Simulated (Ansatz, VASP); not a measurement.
One calculation of Eu, two programs

The input INCAR:

```
SYSTEM = Eu
  PREC = Accurate
  ENCUT = 520
  EDIFF = 1E-6
  ISMEAR = 1
  SIGMA = 0.1
  LREAL = .FALSE.
  LASPH = .TRUE.
  NELM = 150
  ALGO = Normal
  ISIF = 2
  LWAVE = .FALSE.
  LCHARG = .TRUE.
  ISPIN = 2
  MAGMOM = 6.925
  LORBIT = 11
  LMAXMIX = 6
  GGA = CA
  LELF = .TRUE.
  LVHAR = .TRUE.
  NBANDS = 18
```

Contents of KPOINTS:

```
regular mesh
0
G
  11 11 11
  0 0 0
```

Contents of POSCAR:

```
Eu
1.0
   -2.0544259245      2.0544259245      2.0544259245
    2.0544259245     -2.0544259245      2.0544259245
    2.0544259245      2.0544259245     -2.0544259245
Eu
1
Direct
    0.0000000000      0.0000000000      0.0000000000
```

Input for Ansatz:

```yaml
crystal:
  lattice:
    - [-2.0544259245, 2.0544259245, 2.0544259245]
    - [2.0544259245, -2.0544259245, 2.0544259245]
    - [2.0544259245, 2.0544259245, -2.0544259245]
  atoms:
    - { symbol: Eu, position: [0.0, 0.0, 0.0], spin: 6.925 }
hamiltonian:
  xc: lda
  pseudopotentials:
    kind: paw
    azcp:
      Eu: "pseudopotentials/Eu.paw.azcp"
basis:
  ecutwfc: 420
  fft_grid_basis: typed
kpoints:
  mp_grid: { grid: [11, 11, 11], shift: [0, 0, 0] }
magnetization:
  spin_polarized: true
scf:
  occupations: { method: methfessel_paxton, width: 0.1 }
  lower_state_search: "off"
output:
  stress: true
  write_density: true
  write_potential: true
  elf: true
  volumetric_format: npy
```

Alike in both runs: task single point; functional LDA; k mesh 11 × 11 × 11; occupations methfessel-paxton of order 1, width 0.1 eV; collinear spin.

|  | VASP | Ansatz |
| --- | --- | --- |
| version | VASP 6.6.1 | Ansatz 0.2.0 |
| potentials or method | VASP PAW PBE potentials, release 64 (Eu), cutoff 520 eV | plane waves (420 eV) with PAW, scalar-relativistic |
| valence electrons in the cell | 17 | 17 |

VASP gave:

| Quantity | Value |
| --- | --- |
| pressure (GPa) | -0.3 |
| net moment per atom (μB) | 7.11 |
| size of the moment on the site where the two differ most (μB) | 6.63 |

Problem. What did Ansatz give for the same quantities?

Solution. Pressure (GPa): 0.0; net moment per atom (μB): 7.15; size of the moment on the site where the two differ most (μB): 6.92.

VASP's potentials were made for PBE, not for LDA, and Ansatz warns of the same on its side. LDA's correlation is that of Perdew and Zunger in VASP and of Perdew and Wang (1992) in Ansatz. Site moments also hang on the region over which each program counts them. Ansatz's warnings: stability check not made.

Neither program's run includes spin-orbit coupling.
